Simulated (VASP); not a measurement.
A run of VASP 6.6.1 is set up as follows.

INCAR

```
ALGO = Normal
EDIFF = 1E-6
EDIFFG = -0.04
ENCUT = 600
GGA = PE
IBRION = 2
ISIF = 3
ISMEAR = 0
LASPH = T
LCHARG = F
LREAL = F
LWAVE = F
NELM = 100
NSW = 90
PREC = Accurate
SIGMA = 0.1
```

The input KPOINTS:

```
k-points
0
Gamma
  6 6 6
```

Contents of POSCAR:

```
Hf3Ta2O
1.0
    5.6306672200      0.0000000000      0.0000000000
   -2.8153336100      4.8763008500      0.0000000000
    0.0000000000      0.0000000000      3.4013468000
Hf Ta O
3 2 1
Direct
    0.5000000000      0.0000000000      0.5000000000
    0.5000000000      0.5000000000      0.5000000000
    0.0000000000      0.5000000000      0.5000000000
    0.3333333300      0.6666666700      0.0000000000
    0.6666666700      0.3333333300      0.0000000000
    0.0000000000      0.0000000000      0.0000000000
```

Potentials or basis: VASP PAW PBE potentials, release 64 (Hf_pv, Ta_pv, O).

Launch:

```sh
$ cat potpaw_PBE.64/Hf_pv/POTCAR potpaw_PBE.64/Ta_pv/POTCAR potpaw_PBE.64/O/POTCAR > POTCAR
$ mpirun -np 1 vasp_std > vasp.out
```

(1) Estimate the relaxed volume.

(2) Predict the relaxed cell.

(3) Estimate the band gap on the k mesh.

(4) What does it give for the space group after relaxing (to 0.1 Å)?

## Answers

(1) 22.63 Å³/atom.

(2) a = 5.905 Å, b = 5.905 Å, c = 4.497 Å, α = 90.00°, β = 90.00°, γ = 120.00°.

(3) zero (bands 29 and 30 overlap by 1.05 eV).

(4) P6/mmm (No. 191).

Caveat: the volume moved by over 15 % at a fixed basis, so the end points are rough; spin-orbit coupling is left out, which moves the levels of the heavy elements.
